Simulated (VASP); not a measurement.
# Al5InSb6 (P1) in VASP: relaxation of cell and atoms with PBE

Aim: the relaxation of cell and atoms of Al5InSb6 with PBE.

Program: VASP 6.6.1. These are calculated values, not measurements. Logs are shortened: lines on timing, memory, paths and dates and some standing lists are left out, and cuts for length are marked.

## Step 1: The cell of the first run

The typed cell holds 12 atoms: a = 4.435 Å, b = 4.464 Å, c = 18.869 Å, α = 90.76°, β = 90.69°, γ = 89.63°.

## Step 2: Relaxation of cell and atoms, PBE

INCAR

```
PREC     = Accurate       # precision mode
ENCUT    = 600            # plane-wave cutoff, eV
EDIFF    = 1E-7           # SCF threshold, eV
ISMEAR   = 0              # smearing method
SIGMA    = 0.1            # smearing width, eV
LREAL    = F              # projectors in reciprocal space
LASPH    = T              # aspherical terms in the spheres
NELM     = 60             # most SCF steps
ALGO     = Normal         # electronic algorithm
ISIF     = 3              # what is computed and relaxed
LWAVE    = F              # write WAVECAR
LCHARG   = F              # write CHGCAR
GGA      = PE             # functional
IBRION   = 2              # ionic algorithm
NSW      = 80             # ionic steps
EDIFFG   = -0.025         # ionic threshold
```

KPOINTS

```
Automatic mesh
0
Gamma
  4 4 1
```

POSCAR

```
Al5InSb6
1.0
    4.4348748512      0.0143326012     -0.0265593222
    0.0143326012      4.4640476070     -0.0295364350
   -0.1125423555     -0.1251575599     18.8678411266
Al In Sb
5 1 6
Direct
    0.0001196373      0.0028474406      0.8323145519
    0.4962356458      0.5076006426      0.6623424498
   -0.0030527221      0.0098003630      0.4955742511
    0.5010339849      0.5082612059      0.3373083527
   -0.0049986394     -0.0129049707      0.1736844729
    0.4991351820      0.5140396627     -0.0027163160
    0.4967809784     -0.0194066342      0.7395039722
   -0.0023634114      0.4885000399      0.5821985092
    0.5196308626     -0.0076129202      0.4167221075
   -0.0111034317      0.4980453386      0.2589863189
    0.5172878619     -0.0033101592      0.0949256083
   -0.0087059482      0.5141399909      0.9091557215
```

Potentials or basis: VASP PAW PBE potentials, release 64 (Al, In_d, Sb).

The run is started by

```console
$ cat potpaw_PBE.64/Al/POTCAR potpaw_PBE.64/In_d/POTCAR potpaw_PBE.64/Sb/POTCAR > POTCAR
$ mpirun -np 1 vasp_std > vasp.out
```

OUTCAR:

```text
PREC = Accurate
   ENCUT = 600
   EDIFF = 1E-7
   ISMEAR = 0
   LREAL = F
   LASPH = T
   NELM = 60
   ISIF = 3
   GGA = PE
   IBRION = 2
   NSW = 80
   EDIFFG = -0.025

 ion  position               nearest neighbor table
   1  0.000  0.003  0.832-  12 2.64  12 2.69   7 2.82   7 2.83
   2  0.496  0.508  0.662-   7 2.55   8 2.67   8 2.70   7 2.78
   3  0.997  0.010  0.496-   9 2.57   8 2.67   9 2.77   8 2.86
   4  0.501  0.508  0.337-   9 2.61  10 2.63  10 2.70   9 2.76
   5  0.995  0.987  0.174-  11 2.57  10 2.73  11 2.77  10 2.77
   6  0.499  0.514  0.997-  12 2.76  12 2.78  11 2.82  11 2.97
   7  0.497  0.981  0.740-   2 2.55   2 2.78   1 2.82   1 2.83
   8  0.998  0.489  0.582-   2 2.67   3 2.67   2 2.70   3 2.86
   9  0.520  0.992  0.417-   3 2.57   4 2.61   4 2.76   3 2.77
  10  0.989  0.498  0.259-   4 2.63   4 2.70   5 2.73   5 2.77
  11  0.517  0.997  0.095-   5 2.57   5 2.77   6 2.82   6 2.97
  12  0.991  0.514  0.909-   1 2.64   1 2.69   6 2.76   6 2.78

  LATTYP: Found a triclinic cell.
 ALAT       =    18.8685918652
 B/A-ratio  =     0.2365925534
 C/A-ratio  =     0.2350454962
 COS(alpha) =     0.0064817670
 COS(beta)  =     0.0119741974
 COS(gamma) =     0.0132681585

  Lattice vectors:

 A1 = (   0.1125423555,   0.1251575599, -18.8678411266)
 A2 = (   0.0143326012,   4.4640476070,  -0.0295364350)
 A3 = (   4.4348748512,   0.0143326012,  -0.0265593222)

Analysis of symmetry for initial positions (statically):
=====================================================================
 Subroutine PRICEL returns:
 Original cell was already a primitive cell.

 Routine SETGRP: Setting up the symmetry group for a
 triclinic supercell.

 Subroutine GETGRP returns: Found  1 space group operations
 (whereof  1 operations were pure point group operations)
 out of a pool of  2 trial point group operations.

The static configuration has the point symmetry C_1 .

Analysis of symmetry for dynamics (positions and initial velocities):
=====================================================================
 Subroutine PRICEL returns:
 Original cell was already a primitive cell.

 Routine SETGRP: Setting up the symmetry group for a
 triclinic supercell.

 Subroutine GETGRP returns: Found  1 space group operations
 (whereof  1 operations were pure point group operations)
 out of a pool of  2 trial point group operations.

The dynamic configuration has the point symmetry C_1 .

 Subroutine INISYM returns: Found  1 space group operations
 (whereof  1 operations are pure point group operations),
 and found     1 'primitive' translations

----------------------------------------------------------------------------------------

                                     Primitive cell

  volume of cell :     373.5024

  direct lattice vectors                    reciprocal lattice vectors
     4.434874851  0.014332601 -0.026559322     0.225495844 -0.000715126  0.001340287
     0.014332601  4.464047607 -0.029536435    -0.000715126  0.224024048  0.001481771
    -0.112542355 -0.125157560 18.867841127     0.000316300  0.000349689  0.053004441

  length of vectors
     4.434977538  4.464168328 18.868591865     0.225500961  0.224030090  0.053006538

  position of ions in fractional coordinates (direct lattice)
     0.000119637  0.002847441  0.832314552
     0.496235646  0.507600643  0.662342450
     0.996947278  0.009800363  0.495574251
     0.501033985  0.508261206  0.337308353
     0.995001361  0.987095029  0.173684473
     0.499135182  0.514039663  0.997283684
     0.496780978  0.980593366  0.739503972
     0.997636589  0.488500040  0.582198509
     0.519630863  0.992387080  0.416722108
     0.988896568  0.498045339  0.258986319
     0.517287862  0.996689841  0.094925608
     0.991294052  0.514139991  0.909155721

  ion indices of the primitive-cell ions
   primitive index   ion index
                 1           1
                 2           2
                 3           3
                 4           4
                 5           5
                 6           6
                 7           7
                 8           8
                 9           9
                10          10
                11          11
                12          12

----------------------------------------------------------------------------------------

 KPOINTS: Automatic mesh

Automatic generation of k-mesh.
 Grid dimensions read from file:
 generate k-points for:    4    4    1

 Generating k-lattice:

  Cartesian coordinates                     Fractional coordinates (reciprocal lattice)
     0.056373961 -0.000178781  0.000335072     0.250000000 -0.000000000  0.000000000
    -0.000178781  0.056006012  0.000370443    -0.000000000  0.250000000  0.000000000
     0.000316300  0.000349689  0.053004441    -0.000000000 -0.000000000  1.000000000

  Length of vectors
     0.056375240  0.056007522  0.053006538

  Shift w.r.t. Gamma in fractional coordinates (k-lattice)
     0.000000000  0.000000000  0.000000000

 Subroutine IBZKPT returns following result:
 ===========================================

 Found     10 irreducible k-points:

 Following reciprocal coordinates:
            Coordinates               Weight
  0.000000  0.000000  0.000000      1.000000
  0.250000  0.000000 -0.000000      2.000000
  0.500000  0.000000 -0.000000      1.000000
 -0.000000  0.250000  0.000000      2.000000
  0.250000  0.250000  0.000000      2.000000
  0.500000  0.250000  0.000000      2.000000
 -0.250000  0.250000  0.000000      2.000000
 -0.000000  0.500000  0.000000      1.000000
  0.250000  0.500000  0.000000      2.000000
  0.500000  0.500000  0.000000      1.000000
   k-points           NKPTS =     10   k-points in BZ     NKDIM =     10   number of bands    NBANDS=     36
   number of dos      NEDOS =    301   number of ions     NIONS =     12
   total plane-waves  NPLWV = 207360
   dimension x,y,z NGX =    36 NGY =   36 NGZ =  160
   dimension x,y,z NGXF=    72 NGYF=   72 NGZF=  320
   ions per type =               5   1   6
   NGX,Y,Z   is equivalent  to a cutoff of  13.49, 13.41, 14.10 a.u.
   NGXF,Y,Z  is equivalent  to a cutoff of  26.99, 26.81, 28.19 a.u.
 SYSTEM =  unknown system
   PREC   = accura    normal or accurate (medium, high low for compatibility)
   ISTART =      0    job   : 0-new  1-cont  2-samecut
   ICHARG =      2    charge: 1-file 2-atom 10-const
   ISPIN  =      1    spin polarized calculation?
   LNONCOLLINEAR =      F non collinear calculations
   LSORBIT =      F    spin-orbit coupling
   LASPH  =      T    aspherical Exc in radial PAW
   ENCUT  =  600.0 eV  44.10 Ry    6.64 a.u.   8.86  8.92 37.69*2*pi/ulx,y,z
   NELM   =     60;   NELMIN=  2; NELMDL= -5     # of ELM steps
   EDIFF  = 0.1E-06   stopping-criterion for ELM
   LREAL  =      F    real-space projection
   EDIFFG = -.3E-01   stopping-criterion for IOM
   NSW    =     80    number of steps for IOM
   IBRION =      2    ionic relax: 0-MD 1-quasi-New 2-CG
   NFREE  =      1    steps in history (QN), initial steepest desc. (CG)
   ISIF   =      3    stress and relaxation
   ISYM   =      2    0-nonsym 1-usesym 2-fastsym
   POTIM  = 0.5000    time-step for ionic-motion
   TEBEG  =    0.0;   TEEND  =   0.0 temperature during run
   PSTRESS=    0.0 pullay stress
   NELECT =      58.0000    total number of electrons
   NUPDOWN=      -1.0000    fix difference up-down
   EMIN   =  10.00;   EMAX   =-10.00  energy-range for DOS
   EFERMI =   0.00;   METHOD = LEGACY
   ISMEAR =     0;   SIGMA  =   0.10  broadening in eV -4-tet -1-fermi 0-gaus
   EFERMI_NEDOS =   21; number of points for ismear=-14 and -15
   IALGO  =     38    algorithm
   IMIX   =      4    mixing-type and parameters
     AMIX     =   0.40;   BMIX     =  1.00
     AMIX_MAG =   1.60;   BMIX_MAG =  1.00
  volume/ion in A,a.u.               =      31.13       210.04
  Fermi-wavevector in a.u.,A,eV,Ry     =   0.879940  1.662845 10.534913  0.774294
  Thomas-Fermi vector in A             =   2.000232
   LORBIT       =      0    0 simple, 1 ext, 2 COOP (PROOUT), +10 PAW based schemes
   GGA     = PE    functional components
   LHFCALC =     F    Hartree Fock is set to
   AEXX    =    0.0000 exact exchange contribution
   IVDW    =     0    specifies the selected vdW correction
   LEPSILON=     F    determine dielectric tensor
   LRPA    =     F    only Hartree local field effects (RPA)
 conjugate gradient relaxation of ions
 non-spin polarized calculation
 Gauss-broadening in eV      SIGMA  =   0.10
  energy-cutoff  :      600.00
  volume of cell :      373.50
 maximum number of plane-waves:     12518
   NGX = 17   NGY = 17   NGZ = 75

--------------------------------------- Ionic step        1  -------------------------------------------

 number of electron      58.0000004 magnetization

 Free energy of the ion-electron system (eV)
  ---------------------------------------------------
  ext. energy  EPLUGINS =         0.00000000
  ---------------------------------------------------
  free energy    TOTEN  =       -47.18868973 eV

  energy without entropy =      -47.18868973  energy(sigma->0) =      -47.18868973

------------------------ aborting loop because EDIFF is reached ----------------------------------------

  FORCE on cell =-STRESS in cart. coord.  units (eV):
  Direction    XX          YY          ZZ          XY          YZ          ZX
  --------------------------------------------------------------------------------------
  -------------------------------------------------------------------------------------
  Total        3.1387164      0.7205647      0.2951414     -0.1961416      3.0570272      2.2005330
  in kB       13.4638493      3.0909368      1.2660394     -0.8413698     13.1134349      9.4394141
  external PRESSURE =       5.9402751 kB  Pullay stress =       0.0000000 kB
[... 119 lines left out ...]
  FREE ENERGIE OF THE ION-ELECTRON SYSTEM (eV)
  ---------------------------------------------------
  free  energy   TOTEN  =       -47.6195200957 eV

  energy  without entropy=      -47.6195200852  energy(sigma->0) =      -47.61952009

[... ionic steps 4 to 15 ...]

--------------------------------------- Ionic step       16  -------------------------------------------

 number of electron      58.0000008 magnetization

------------------------ aborting loop because EDIFF is reached ----------------------------------------

  FORCE on cell =-STRESS in cart. coord.  units (eV):
  Direction    XX          YY          ZZ          XY          YZ          ZX
  --------------------------------------------------------------------------------------
  -------------------------------------------------------------------------------------
  Total        0.0165628      0.0332973      0.0263526     -0.0148495     -0.0269098     -0.0140512
  in kB        0.0708448      0.1424238      0.1127189     -0.0635165     -0.1151026     -0.0601017
  external PRESSURE =       0.1086625 kB  Pullay stress =       0.0000000 kB
[... 77 lines left out ...]
  energy  without entropy=      -47.7012372025  energy(sigma->0) =      -47.70123720

--------------------------------------- Ionic step       18  -------------------------------------------

 number of electron      58.0000009 magnetization

 Free energy of the ion-electron system (eV)
  ---------------------------------------------------
  ext. energy  EPLUGINS =         0.00000000
  ---------------------------------------------------
  free energy    TOTEN  =       -47.70138879 eV

  energy without entropy =      -47.70138879  energy(sigma->0) =      -47.70138879

 E-fermi :   4.8752     XC(G=0):  -8.4615

 val. band max:        4.4255923675   @ k =   0.0000   0.0000   0.0000
 cond. band min:       5.3067601842   @ k =   0.0000   0.0000   0.0000
 fundamental gap:      0.8811678167
 Fermi energy:         4.8752216197

 k-point     1 :       0.0000    0.0000    0.0000
  band No.  band energies     occupation
      1      -9.9300      2.00000
      2      -9.8694      2.00000
      3      -9.8694      2.00000
      4      -9.8201      2.00000
      5      -9.8153      2.00000
      6      -6.0426      2.00000
[... 418 lines left out ...]
  FREE ENERGIE OF THE ION-ELECTRON SYSTEM (eV)
  ---------------------------------------------------
  free  energy   TOTEN  =       -47.7013887922 eV

  energy  without entropy=      -47.7013887922  energy(sigma->0) =      -47.70138879

 reached required accuracy - stopping structural energy minimisation
```

Run time: 39 min. Hardware: 1 thread of Intel Xeon Platinum 8259CL at 2.50GHz (Skylake/Cascade Lake), shared host; peak memory 0.62 GiB.

Results:

```
Free energy                            : -47.7014 eV
Relaxed volume                         : 31.22 Å³/atom
Relaxed cell                           : a = 4.478 Å, b = 4.478 Å, c = 18.686 Å, α = 90.01°, β = 90.02°, γ = 89.99°
Space group after relaxing (to 0.05 Å) : P-4m2 (No. 115)
Energy gained by relaxing              : 42.7 meV/atom
Ionic steps                            : 18
Pressure after relaxing                : 0.0 GPa
Largest force after relaxing           : 0.025 eV/Å
Band gap on the k mesh                 : 0.88 eV, direct
```

Forces in eV/Å, atoms in the order of the input:
```
Al   0.007 -0.006  0.011
Al   0.006 -0.010  0.004
Al   0.004 -0.005 -0.001
Al   0.003 -0.005  0.002
Al   0.005  0.001  0.001
In   0.008 -0.007 -0.001
Sb  -0.002  0.013  0.001
Sb  -0.004  0.009 -0.023
Sb  -0.011  0.008 -0.003
Sb  -0.003  0.009  0.012
Sb  -0.013 -0.004 -0.002
Sb   0.001 -0.004 -0.001
```

Step by step:
```csv
step,energy change (eV),largest force (eV/Å),pressure (GPa),volume (Å³)
1,0.0000,1.7793,0.59,373.50
2,-0.4277,0.5765,-0.56,379.67
3,-0.4308,0.5241,-0.63,380.25
4,-0.4958,0.1576,0.07,374.21
5,-0.4968,0.1647,0.17,373.37
6,-0.5035,0.1015,-0.02,374.84
7,-0.5047,0.1056,-0.15,375.83
8,-0.5073,0.0854,0.00,374.66
9,-0.5074,0.0901,0.03,374.38
10,-0.5088,0.0568,0.03,374.39
11,-0.5098,0.0549,0.03,374.41
12,-0.5109,0.0449,-0.02,374.78
13,-0.5114,0.0468,-0.09,375.34
14,-0.5120,0.0462,-0.04,374.94
15,-0.5122,0.0476,0.00,374.64
16,-0.5123,0.0480,0.01,374.57
17,-0.5125,0.0285,0.00,374.62
18,-0.5127,0.0248,-0.01,374.70
```

Final structure:
```
Al In Sb
1.0
     4.47764    0.00021   -0.00062
     0.00036    4.47839   -0.00055
    -0.00309   -0.00194   18.68563
Al In Sb
5 1 6
Direct
  0.99888 0.00166 0.82643
  0.49960 0.49990 0.66333
  0.00108 0.99899 0.50018
  0.50068 0.49892 0.33675
  0.00124 0.99869 0.17336
  0.49814 0.50220 0.99992
  0.49908 0.99984 0.74483
  0.99989 0.49898 0.58185
  0.50128 0.99879 0.41851
  0.00069 0.49850 0.25502
  0.50121 0.00180 0.09282
  0.99823 0.50173 0.90701
```

Levels at points of the mesh, in eV from the valence-band top:
```tsv
k point	band 26	band 27	band 28	band 29	band 30	band 31	band 32	band 33
(0.00, 0.00, 0.00)	-0.75	-0.01	0.00	0.00	0.88	1.13	1.17	1.36
(0.50, 0.00, 0.00)	-1.09	-1.08	-1.06	-0.50	1.44	1.50	1.55	1.56
(0.00, 0.50, 0.00)	-1.09	-1.08	-1.06	-0.49	1.44	1.50	1.55	1.56
(0.50, 0.50, 0.00)	-2.11	-2.07	-2.06	-2.01	1.26	1.33	1.33	1.62
```

Caveat: spin-orbit coupling is left out, which moves the levels of the heavy elements. A k mesh can miss the band edges.
